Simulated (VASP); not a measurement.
Here is a VASP 6.6.1 calculation.

File INCAR:

```
ALGO = Normal ; EDIFF = 1E-8
ENCUT = 520 ; GGA = PS
IBRION = 8 ; ISIF = 2
ISMEAR = 0 ; LASPH = T
LCHARG = F ; LEPSILON = T
LREAL = F ; LWAVE = F
NBANDS = 16 ; NELM = 80
NSW = 1 ; PREC = Accurate
SIGMA = 0.01
```

Contents of KPOINTS:

```
k-points
0
Gamma
  6 6 4
```

The input POSCAR:

```
SiC
1.0
    3.0760000000      0.0000000000      0.0000000000
   -1.5380000000      2.6638941400      0.0000000000
    0.0000000000      0.0000000000      5.0480000000
Si C
2 2
Direct
    0.3333333340      0.6666666679      0.0000000000
    0.6666666660      0.3333333321      0.5000000000
    0.3333333340      0.6666666679      0.3850000000
    0.6666666660      0.3333333321      0.8850000000
```

Potentials or basis: VASP PAW PBE potentials, release 64 (Si, C).

Command:

```bash
$ cat potpaw_PBE.64/Si/POTCAR potpaw_PBE.64/C/POTCAR > POTCAR
$ mpirun -np 1 vasp_std > vasp.out
```

Q: Predict the electronic dielectric tensor (diagonal).

A: 7.41, 7.41, 7.48.

Q: Estimate the Born charges (mean of the diagonal).

A: Si +2.77; C -2.77 e.

Q: Estimate the highest phonon frequency at Γ, LO-TO splitting left out.

A: 828 cm⁻¹.

Born effective charge tensors (e):
atom 1, Si
```
2.70 0.00 0.00
0.00 2.70 0.00
0.00 0.00 2.91
```
atom 2, Si
```
2.70 0.00 0.00
0.00 2.70 0.00
0.00 0.00 2.91
```
atom 3, C
```
-2.70  0.00  0.00
 0.00 -2.70  0.00
 0.00  0.00 -2.91
```
atom 4, C
```
-2.70  0.00  0.00
 0.00 -2.70  0.00
 0.00  0.00 -2.91
```

Caveat: the k points lie up to 0.39 Å⁻¹ apart.
